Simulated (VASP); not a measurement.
Set up this calculation in VASP 6.6.1, as the native input.

| Property | Result |
| --- | --- |
| Task | single point |
| Functional | PBE |
| Potentials or basis | VASP PAW PBE potentials, release 64 (In_d, As) |
| Cutoff | 520 eV |
| k mesh | 11 × 11 × 11 |
| Occupations | fermi-dirac, width 0.08 eV |
| Spin | no spin polarisation |
| Dipole correction | no |
| Further INCAR settings | ALGO = Normal; EDIFF = 1e-06; NBANDS = 16 |

The structure of InAs (zincblende type) lies in POSCAR:

```
InAs
1.0
    0.0000000000      2.6658104142      2.6658104142
    2.6658104142      0.0000000000      2.6658104142
    2.6658104142      2.6658104142      0.0000000000
In As
1 1
Direct
    0.0000000000      0.0000000000      0.0000000000
    0.2500000000      0.2500000000      0.2500000000
```

This cell differs from its parent crystal: volume scaled by 0.64.

These files were run (other wordings do the same):

INCAR

```
  PREC = Accurate
  ENCUT = 520
  EDIFF = 1E-6
  ISMEAR = -1
  SIGMA = 0.08
  LREAL = F
  LASPH = T
  NELM = 80
  ALGO = Normal
  ISIF = 2
  LWAVE = F
  LCHARG = F
  GGA = PE
  NBANDS = 16
```

KPOINTS

```
regular mesh
0
Gamma
  11 11 11
```

Potentials or basis: VASP PAW PBE potentials, release 64 (In_d, As).

Command:

```console
$ cat potpaw_PBE.64/In_d/POTCAR potpaw_PBE.64/As/POTCAR > POTCAR
$ mpirun -np 1 vasp_std > vasp.out
```

It gave:

| Quantity | Value |
| --- | --- |
| Pressure | 61.5 GPa |
| Band gap on the k mesh | 0.69 eV, indirect (least direct gap 1.61 eV) |

Caveat: spin-orbit coupling is left out, which moves the levels of the heavy elements.

It took 20 s on 1 thread of AMD EPYC 9R45 96-Core Processor (Zen 5) (shared host), peak memory 0.15 GiB.
